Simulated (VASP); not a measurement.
The system is Zr.

```
Zr
1.0
     0.00000    3.83304    3.83304
     3.83304    0.00000    3.83304
     3.83304    3.83304    0.00000
Zr
2
Direct
  0.00000 0.00000 0.00000
  0.25000 0.25000 0.25000
```

This isn't the form of Zr at room conditions, which is hcp.

| Property | Result |
| --- | --- |
| Program | VASP 6.6.1 |
| Task | relaxation of cell and atoms |
| Functional | PBEsol |
| Potentials or basis | VASP PAW PBE potentials, release 64 (Zr_sv) |
| Cutoff | 600 eV |
| k mesh | 10 × 10 × 10 |
| Occupations | gaussian, width 0.1 eV |
| Spin | no spin polarisation |

At the start: pressure -7.3 GPa; volume 56.32 Å³/atom.

Problem. How do energy, volume and symmetry change on relaxing?

Solution. Over 6 steps the energy falls by 1010.6 meV/atom and the volume is 29.10 Å³/atom (-48.3 %); space group Fd-3m (No. 227, to 0.1 Å) before and after.

The path:
```tsv
step	energy change (eV)	largest force (eV/Å)	pressure (GPa)	volume (Å³)
1	0.0000	0.0000	-7.25	112.63
2	-1.5675	0.0000	-6.23	75.97
3	-2.0145	0.0000	1.14	56.36
4	-2.0210	0.0000	-0.24	58.50
5	-2.0207	0.0000	0.32	57.64
6	-2.0213	0.0000	0.00	58.19
```

Final structure:
```
Zr
1.0
     0.00000    3.07569    3.07569
     3.07569    0.00000    3.07569
     3.07569    3.07569    0.00000
Zr
2
Direct
  0.00000 0.00000 0.00000
  0.25000 0.25000 0.25000
```

Caveat: the volume moved by over 15 % at a fixed basis, so the end points are rough; the PAW data sets were made with another functional, which shifts forces and pressure a little.
